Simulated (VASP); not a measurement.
# AlP (F-43m) in VASP: a series of runs

Runs on AlP. Level: LDA. Tasks: single point.

All numbers are computed with VASP 6.6.1; they aren't measurements. Logs are shortened: lines on timing, memory, paths and dates and some standing lists are left out, and cuts for length are marked.

### 1 The cell of the first run

It takes space group F-43m (No. 216, cubic). Conventional cell: a = 5.473 Å, b = 5.473 Å, c = 5.473 Å, α = 90.00°, β = 90.00°, γ = 90.00°. Al (site symmetry -43m) has 4 P at 2.37 Å within 3.1 Å. P (site symmetry -43m) has 4 Al at 2.37 Å within 3.1 Å.

### 2 Single point, LDA

Input file INCAR:

```
SYSTEM = AlP
ALGO     = Normal         ! electronic algorithm
EDIFF    = 1E-6           ! SCF threshold, eV
ENCUT    = 500            ! plane-wave cutoff, eV
GGA      = CA             ! functional
GGA_COMPAT= .False.      
ISIF     = 2              ! what is computed and relaxed
ISMEAR   = 0              ! smearing method
LASPH    = .True.         ! aspherical terms in the spheres
LCHARG   = .False.        ! write CHGCAR
LREAL    = .False.        ! projectors in reciprocal space
LWAVE    = .False.        ! write WAVECAR
NBANDS   = 11             ! bands
NELM     = 120            ! most SCF steps
PREC     = Accurate       ! precision mode
SIGMA    = 0.1            ! smearing width, eV
```

Input file KPOINTS:

```
k-points
0
Gamma
  6 6 6
  0 0 0
```

Input file POSCAR:

```
AlP
1.0
    0.0000000000      2.7364837100      2.7364837100
    2.7364837100      0.0000000000      2.7364837100
    2.7364837100      2.7364837100      0.0000000000
Al P
1 1
Direct
    0.0000000000      0.0000000000      0.0000000000
    0.2500000000      0.2500000000      0.2500000000
```

Potentials or basis: VASP PAW LDA potentials, release 64 (Al, P).

Command:

```console
$ cat potpaw_LDA.64/Al/POTCAR potpaw_LDA.64/P/POTCAR > POTCAR
$ mpirun -np 1 vasp_std > vasp.out
```

OUTCAR:

```text
SYSTEM = AlP
   EDIFF = 1E-6
   ENCUT = 500
   GGA = CA
   ISIF = 2
   ISMEAR = 0
   LASPH = .True.
   LREAL = .False.
   NELM = 120
   PREC = Accurate

 ion  position               nearest neighbor table
   1  0.000  0.000  0.000-   2 2.37   2 2.37   2 2.37   2 2.37
   2  0.250  0.250  0.250-   1 2.37   1 2.37   1 2.37   1 2.37

  LATTYP: Found a face centered cubic cell.
 ALAT       =     5.4729674200

  Lattice vectors:

 A1 = (   0.0000000000,   2.7364837100,   2.7364837100)
 A2 = (   2.7364837100,   0.0000000000,   2.7364837100)
 A3 = (   2.7364837100,   2.7364837100,   0.0000000000)

Analysis of symmetry for initial positions (statically):
=====================================================================
 Subroutine PRICEL returns:
 Original cell was already a primitive cell.

 Routine SETGRP: Setting up the symmetry group for a
 face centered cubic supercell.

 Subroutine GETGRP returns: Found 24 space group operations
 (whereof 24 operations were pure point group operations)
 out of a pool of 48 trial point group operations.

The static configuration has the point symmetry T_d .

Analysis of symmetry for dynamics (positions and initial velocities):
=====================================================================
 Subroutine PRICEL returns:
 Original cell was already a primitive cell.

 Routine SETGRP: Setting up the symmetry group for a
 face centered cubic supercell.

 Subroutine GETGRP returns: Found 24 space group operations
 (whereof 24 operations were pure point group operations)
 out of a pool of 48 trial point group operations.

The dynamic configuration has the point symmetry T_d .

 Subroutine INISYM returns: Found 24 space group operations
 (whereof 24 operations are pure point group operations),
 and found     1 'primitive' translations

----------------------------------------------------------------------------------------

                                     Primitive cell

  volume of cell :      40.9835

  direct lattice vectors                    reciprocal lattice vectors
     0.000000000  2.736483710  2.736483710    -0.182716235  0.182716235  0.182716235
     2.736483710  0.000000000  2.736483710     0.182716235 -0.182716235  0.182716235
     2.736483710  2.736483710  0.000000000     0.182716235  0.182716235 -0.182716235

  length of vectors
     3.869972376  3.869972376  3.869972376     0.316473802  0.316473802  0.316473802

  position of ions in fractional coordinates (direct lattice)
     0.000000000  0.000000000  0.000000000
     0.250000000  0.250000000  0.250000000

  ion indices of the primitive-cell ions
   primitive index   ion index
                 1           1
                 2           2

----------------------------------------------------------------------------------------

 KPOINTS: k-points

Automatic generation of k-mesh.
 Grid dimensions read from file:
 generate k-points for:    6    6    6

 Generating k-lattice:

  Cartesian coordinates                     Fractional coordinates (reciprocal lattice)
    -0.030452706  0.030452706  0.030452706     0.166666667  0.000000000  0.000000000
     0.030452706 -0.030452706  0.030452706     0.000000000  0.166666667  0.000000000
     0.030452706  0.030452706 -0.030452706     0.000000000  0.000000000  0.166666667

  Length of vectors
     0.052745634  0.052745634  0.052745634

  Shift w.r.t. Gamma in fractional coordinates (k-lattice)
     0.000000000  0.000000000  0.000000000

 Subroutine IBZKPT returns following result:
 ===========================================

 Found     16 irreducible k-points:

 Following reciprocal coordinates:
            Coordinates               Weight
  0.000000  0.000000  0.000000      1.000000
  0.166667  0.000000  0.000000      8.000000
  0.333333  0.000000  0.000000      8.000000
  0.500000  0.000000  0.000000      4.000000
  0.166667  0.166667  0.000000      6.000000
  0.333333  0.166667  0.000000     24.000000
[... 8 lines left out ...]
 -0.333333  0.333333  0.166667     24.000000
 -0.333333  0.500000  0.166667     12.000000
   k-points           NKPTS =     16   k-points in BZ     NKDIM =     16   number of bands    NBANDS=     11
   number of dos      NEDOS =    301   number of ions     NIONS =      2
   total plane-waves  NPLWV =  21952
   dimension x,y,z NGX =    28 NGY =   28 NGZ =   28
   dimension x,y,z NGXF=    56 NGYF=   56 NGZF=   56
   ions per type =               1   1
   NGX,Y,Z   is equivalent  to a cutoff of  12.03, 12.03, 12.03 a.u.
   NGXF,Y,Z  is equivalent  to a cutoff of  24.06, 24.06, 24.06 a.u.
 SYSTEM =  AlP
   PREC   = accura    normal or accurate (medium, high low for compatibility)
   ISTART =      0    job   : 0-new  1-cont  2-samecut
   ICHARG =      2    charge: 1-file 2-atom 10-const
   ISPIN  =      1    spin polarized calculation?
   LNONCOLLINEAR =      F non collinear calculations
   LSORBIT =      F    spin-orbit coupling
   LASPH  =      T    aspherical Exc in radial PAW
   ENCUT  =  500.0 eV  36.75 Ry    6.06 a.u.   7.06  7.06  7.06*2*pi/ulx,y,z
   NELM   =    120;   NELMIN=  2; NELMDL= -5     # of ELM steps
   EDIFF  = 0.1E-05   stopping-criterion for ELM
   LREAL  =      F    real-space projection
   EDIFFG = 0.1E-04   stopping-criterion for IOM
   NSW    =      0    number of steps for IOM
   IBRION =     -1    ionic relax: 0-MD 1-quasi-New 2-CG
   NFREE  =      0    steps in history (QN), initial steepest desc. (CG)
   ISIF   =      2    stress and relaxation
   ISYM   =      2    0-nonsym 1-usesym 2-fastsym
   POTIM  = 0.5000    time-step for ionic-motion
   TEBEG  =    0.0;   TEEND  =   0.0 temperature during run
   PSTRESS=    0.0 pullay stress
   NELECT =       8.0000    total number of electrons
   NUPDOWN=      -1.0000    fix difference up-down
   EMIN   =  10.00;   EMAX   =-10.00  energy-range for DOS
   EFERMI =   0.00;   METHOD = LEGACY
   ISMEAR =     0;   SIGMA  =   0.10  broadening in eV -4-tet -1-fermi 0-gaus
   EFERMI_NEDOS =   21; number of points for ismear=-14 and -15
   IALGO  =     38    algorithm
   IMIX   =      4    mixing-type and parameters
     AMIX     =   0.40;   BMIX     =  1.00
     AMIX_MAG =   1.60;   BMIX_MAG =  1.00
  volume/ion in A,a.u.               =      20.49       138.29
  Fermi-wavevector in a.u.,A,eV,Ry     =   0.949661  1.794599 12.270497  0.901856
  Thomas-Fermi vector in A             =   2.077965
   LORBIT       =      0    0 simple, 1 ext, 2 COOP (PROOUT), +10 PAW based schemes
   GGA     = CA    functional components
   LHFCALC =     F    Hartree Fock is set to
   AEXX    =    0.0000 exact exchange contribution
   IVDW    =     0    specifies the selected vdW correction
   LEPSILON=     F    determine dielectric tensor
   LRPA    =     F    only Hartree local field effects (RPA)
 non-spin polarized calculation
 Gauss-broadening in eV      SIGMA  =   0.10
  energy-cutoff  :      500.00
  volume of cell :       40.98
 maximum number of plane-waves:      1056
   NGX = 15   NGY = 15   NGZ = 15

 number of electron       8.0000000 magnetization

 Free energy of the ion-electron system (eV)
  ---------------------------------------------------
  ext. energy  EPLUGINS =         0.00000000
  ---------------------------------------------------
  free energy    TOTEN  =       -11.39905238 eV

  energy without entropy =      -11.39905238  energy(sigma->0) =      -11.39905238

 E-fermi :   4.8159     XC(G=0):  -9.4212

 val. band max:        4.3899625093   @ k =   0.0000   0.0000   0.0000
 cond. band min:       5.8406872153   @ k =   0.5000   0.5000   0.0000
 fundamental gap:      1.4507247060
 Fermi energy:         4.8158515254

 k-point     1 :       0.0000    0.0000    0.0000
  band No.  band energies     occupation
      1      -7.0758      2.00000
      2       4.3900      2.00000
      3       4.3900      2.00000
      4       4.3900      2.00000
      5       7.4463      0.00000
      6       8.8490      0.00000
      7       8.8490      0.00000
      8       8.8490      0.00000
      9      13.1917      0.00000
     10      13.1917      0.00000
     11      14.3168      0.00000

 k-point     2 :       0.1667    0.0000    0.0000
  band No.  band energies     occupation
      1      -6.7733      2.00000
      2       2.4931      2.00000
      3       4.1462      2.00000
      4       4.1462      2.00000
      5       7.8346      0.00000
      6       9.2821      0.00000
      7       9.2821      0.00000
      8       9.8780      0.00000
      9      12.5231      0.00000
     10      12.5231      0.00000
     11      14.9623      0.00000

 k-point     3 :       0.3333    0.0000    0.0000
  band No.  band energies     occupation
      1      -5.9841      2.00000
      2       0.0295      2.00000
      3       3.7746      2.00000
      4       3.7746      2.00000
      5       7.2662      0.00000
      6       9.3406      0.00000
      7       9.3406      0.00000
      8      12.1072      0.00000
      9      13.4336      0.00000
     10      13.4336      0.00000
     11      14.4404      0.00000

 k-point     4 :       0.5000    0.0000    0.0000
  band No.  band energies     occupation
      1      -5.3949      2.00000
      2      -1.1623      2.00000
      3       3.6253      2.00000
      4       3.6253      2.00000
      5       7.0266      0.00000
      6       9.1155      0.00000
      7       9.1155      0.00000
      8      12.4340      0.00000
      9      15.8703      0.00000
     10      15.8703      0.00000
     11      15.9093      0.00000

 k-point     5 :       0.1667    0.1667    0.0000
  band No.  band energies     occupation
      1      -6.6712      2.00000
      2       2.6630      2.00000
      3       3.6402      2.00000
      4       3.6402      2.00000
      5       7.8557      0.00000
      6       8.8888      0.00000
      7      10.1447      0.00000
      8      10.1447      0.00000
      9      11.3847      0.00000
     10      13.7153      0.00000
     11      16.1332      0.00000
[... 99 lines left out ...]
 k-point    13 :       0.5000    0.5000    0.0000
  band No.  band energies     occupation
      1      -4.7312      2.00000
      2      -0.9421      2.00000
      3       2.2834      2.00000
      4       2.2834      2.00000
      5       5.8407      0.00000
      6       6.7190      0.00000
      7      15.2138      0.00000
      8      15.2138      0.00000
      9      16.1349      0.00000
     10      16.4086      0.00000
     11      16.4086      0.00000

 k-point    14 :       0.5000    0.3333    0.1667
  band No.  band energies     occupation
      1      -5.3585      2.00000
      2      -0.0559      2.00000
      3       1.6975      2.00000
      4       2.7894      2.00000
      5       8.1290      0.00000
      6       9.0958      0.00000
      7       9.7521      0.00000
      8      12.4703      0.00000
      9      13.6041      0.00000
     10      15.6856      0.00000
     11      17.6148      0.00000

 k-point    15 :      -0.3333    0.3333    0.1667
  band No.  band energies     occupation
      1      -4.8959      2.00000
      2      -0.6240      2.00000
      3       1.2411      2.00000
      4       2.3957      2.00000
      5       8.3279      0.00000
      6       9.2216      0.00000
      7      11.1410      0.00000
      8      11.9150      0.00000
      9      13.1109      0.00000
     10      16.1420      0.00000
     11      17.1636      0.00000

 k-point    16 :      -0.3333    0.5000    0.1667
  band No.  band energies     occupation
      1      -4.6937      2.00000
      2      -0.6758      2.00000
      3       1.4658      2.00000
      4       1.7057      2.00000
      5       7.5921      0.00000
      6       8.5729      0.00000
      7      11.8918      0.00000
      8      12.2501      0.00000
      9      15.3997      0.00000
     10      16.2547      0.00000
     11      17.4400      0.00000

------------------------ aborting loop because EDIFF is reached ----------------------------------------

  FORCE on cell =-STRESS in cart. coord.  units (eV):
  Direction    XX          YY          ZZ          XY          YZ          ZX
  --------------------------------------------------------------------------------------
  -------------------------------------------------------------------------------------
  Total       -0.4530605     -0.4530605     -0.4530605      0.0000000     -0.0000000      0.0000000
  in kB      -17.7116143    -17.7116143    -17.7116143      0.0000000     -0.0000000      0.0000000
  external PRESSURE =     -17.7116143 kB  Pullay stress =       0.0000000 kB

 VOLUME and BASIS-vectors are now :
 -----------------------------------------------------------------------------
  energy-cutoff  :      500.00
  volume of cell :       40.98
      direct lattice vectors                 reciprocal lattice vectors
     0.000000000  2.736483710  2.736483710    -0.182716235  0.182716235  0.182716235
     2.736483710  0.000000000  2.736483710     0.182716235 -0.182716235  0.182716235
     2.736483710  2.736483710  0.000000000     0.182716235  0.182716235 -0.182716235

 POSITION                                       TOTAL-FORCE (eV/Angst)
 -----------------------------------------------------------------------------------
      0.00000      0.00000      0.00000         0.000000      0.000000      0.000000
      1.36824      1.36824      1.36824        -0.000000     -0.000000     -0.000000
 -----------------------------------------------------------------------------------
    total drift:                               -0.000000     -0.000000      0.000000

  FREE ENERGIE OF THE ION-ELECTRON SYSTEM (eV)
  ---------------------------------------------------
  free  energy   TOTEN  =       -11.3990523794 eV

  energy  without entropy=      -11.3990523794  energy(sigma->0) =      -11.39905238
```

It used 4.9 s of CPU time on 1 thread of AMD EPYC 9R14 (Zen 4), on a shared host.

What came out:

```yaml
Free_energy: -11.3991 eV
Pressure: -1.8 GPa
Band_gap_on_the_k_mesh: 1.45 eV (least direct gap 3.06 eV)
```

Levels at points of the mesh, in eV from the valence-band top:
```csv
k point,band 1,band 2,band 3,band 4,band 5,band 6,band 7,band 8
"(0.00, 0.00, 0.00)",-11.47,0.00,0.00,0.00,3.06,4.46,4.46,4.46
"(0.50, 0.00, 0.00)",-9.78,-5.55,-0.76,-0.76,2.64,4.73,4.73,8.04
"(0.50, 0.50, 0.00)",-9.12,-5.33,-2.11,-2.11,1.45,2.33,10.82,10.82
```

A k mesh can miss the band edges.

### 3 Single point, LDA

This run uses another cell than the first one, of 20.05 Å³/atom.

Input file INCAR:

```
PREC = Accurate
ENCUT = 500
EDIFF = 1E-6
ISMEAR = 0
SIGMA = 0.02
LREAL = False
LASPH = True
NELM = 120
ALGO = Normal
ISIF = 2
LWAVE = False
LCHARG = False
GGA = CA
NBANDS = 11
GGA_COMPAT = False
```

Input file KPOINTS:

```
Automatic mesh
0
Gamma
  8 8 8
```

Input file POSCAR:

```
AlP
1.0
    0.0000000000      2.7168325037      2.7168325037
    2.7168325037      0.0000000000      2.7168325037
    2.7168325037      2.7168325037      0.0000000000
Al P
1 1
Direct
    0.0000000000      0.0000000000      0.0000000000
    0.2500000000      0.2500000000      0.2500000000
```

Potentials or basis: VASP PAW LDA potentials, release 64 (Al, P).

Command:

```console
$ cat potpaw_LDA.64/Al/POTCAR potpaw_LDA.64/P/POTCAR > POTCAR
$ mpirun -np 1 vasp_std > vasp.out
```

It took 14 s on 1 thread of AMD EPYC 9R14 (Zen 4), shared host; peak memory 0.1 GiB.

The run converged. Its results:

```
Free energy            : -11.4122 eV
Pressure               : 0.1 GPa
Band gap on the k mesh : 1.41 eV (least direct gap 3.24 eV)
```

Levels at points of the mesh, in eV from the valence-band top:
```tsv
k point	band 2	band 3	band 4	band 5	band 6	band 7
(0.00, 0.00, 0.00)	0.00	0.00	0.00	3.24	4.49	4.49
(0.50, 0.00, 0.00)	-5.65	-0.78	-0.78	2.72	4.74	4.74
(0.50, 0.50, 0.00)	-5.40	-2.15	-2.15	1.41	2.33	11.01
```
